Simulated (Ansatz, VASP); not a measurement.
**One calculation of Ru, two programs**

```xyz
2
Lattice="2.5976 0.0000 0.0000 -1.2988 2.2496 0.0000 0.0000 0.0000 4.1106" Properties=species:S:1:pos:R:3 pbc="T T T"
Ru    0.0000    1.4997    1.0277
Ru    1.2988    0.7499    3.0830
```

Change from the starting cell: strain -0.040 along x and y, -0.040 along z, atoms carried along.

Alike in both runs: task single point; functional PBEsol; k mesh 24 × 24 × 12; occupations gaussian, width 0.15 eV; no spin polarisation.

|  | VASP | Ansatz |
| --- | --- | --- |
| version | VASP 6.6.1 | Ansatz 0.2.0 |
| potentials or method | VASP PAW PBE potentials, release 64 (Ru_pv), cutoff 520 eV | scalar-relativistic, plane waves, PAW |
| valence electrons in the cell | 28 | 32 |

|  | VASP | Ansatz | Ansatz less VASP |
| --- | --- | --- | --- |
| gap on the k mesh at the Fermi level (eV) | none | none | - |
| pressure (GPa) | 46.3 | 46.0 | -0.26 |
| traceless stress, the component that is largest in VASP (GPa) | 0.66 | 0.59 | -0.062 |

VASP's potentials were made for PBE, not for PBEsol. A gap of «none» marks a metal or a gap that the smearing closes. Both programs put the cell under a high pressure, so it lies far from rest at this level. With one functional, cell and mesh, what is left measures potentials, basis and numerics. VASP's potentials hold 28 valence electrons a cell and Ansatz's 32, so a difference there can come from the potentials and not from the codes.
